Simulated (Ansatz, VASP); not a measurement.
**BAs in VASP and in Ansatz**

```
B As
1.0
     0.00000    2.07192    2.07192
     2.07192    0.00000    2.07192
     2.07192    2.07192    0.00000
B As
1 1
Direct
  0.00000 0.00000 0.00000
  0.25000 0.25000 0.25000
```

Change from the starting cell: volume scaled by 0.65, PAW files.

Alike in both runs: task single point; functional r2SCAN; k mesh 15 × 15 × 15; occupations fermi-dirac, width 0.1 eV; no spin polarisation.

|  | VASP | Ansatz |
| --- | --- | --- |
| version | VASP 6.6.1 | Ansatz 0.2.0 |
| potentials or method | VASP PAW PBE potentials, release 64 (B, As) | PAW with Ansatz's default frozen-core files, scalar-relativistic |
| plane-wave cutoff (eV) | 520 | 500 |
| valence electrons in the cell | 8 | 18 |

Ansatz gave:

- pressure (GPa): 141.1

**Question.** What did VASP give for the same quantities?

**Answer.** Pressure (GPa): 145.1.

VASP's potentials were made for PBE, not for r2SCAN. Both programs put the cell under a high pressure, so it lies far from rest at this level. With one functional, cell and mesh, what is left measures potentials, basis and numerics. VASP's potentials hold 8 valence electrons a cell and Ansatz's 18, so a difference there can come from the potentials and not from the codes.

Noted on VASP's run: the cell as given lies far from equilibrium.
